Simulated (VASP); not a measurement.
Input of a VASP 6.6.1 run:

The input INCAR:

```
PREC = Accurate ; ENCUT = 520
EDIFF = 1E-8 ; ISMEAR = -1
SIGMA = 0.03 ; LREAL = F
LASPH = T ; NELM = 60
ALGO = Normal ; ISIF = 2
LWAVE = F ; LCHARG = F
GGA = PS ; LEFG = T
NBANDS = 15
```

Contents of KPOINTS:

```
Automatic mesh
0
Gamma
  7 7 4
```

The input POSCAR:

```
MgI2
1.0
    4.2367741238      0.0000000000      0.0000000000
   -2.1183870619      3.6691540213      0.0000000000
    0.0000000000      0.0000000000      6.8620000000
Mg I
1 2
Direct
    0.0000000000      0.0000000000      0.0000000000
    0.3333333333      0.6666666667      0.7576300000
    0.6666666667      0.3333333333      0.2423700000
```

Potentials or basis: VASP PAW PBE potentials, release 64 (Mg, I).

Run with:

```console
$ cat potpaw_PBE.64/Mg/POTCAR potpaw_PBE.64/I/POTCAR > POTCAR
$ mpirun -np 1 vasp_std > vasp.out
```

(1) Estimate the largest force.

(2) Predict the band gap on the k mesh.

(3) Estimate the pressure.

## Answers

(1) 0.170 eV/Å.

(2) 3.30 eV, direct.

(3) -1.3 GPa.

Caveat: the cell differs from its parent crystal (equal xx and yy strain of +2 %); without QUAD_EFG the Cq values of the log hold for a quadrupole moment of 1 mb, not for the nuclei; the PAW data sets were made with another functional, which shifts forces and pressure a little; spin-orbit coupling is left out, which moves the levels of the heavy elements; this functional lacks dispersion, which binds the layers, so the pressure and a relaxed spacing across them are unreliable.
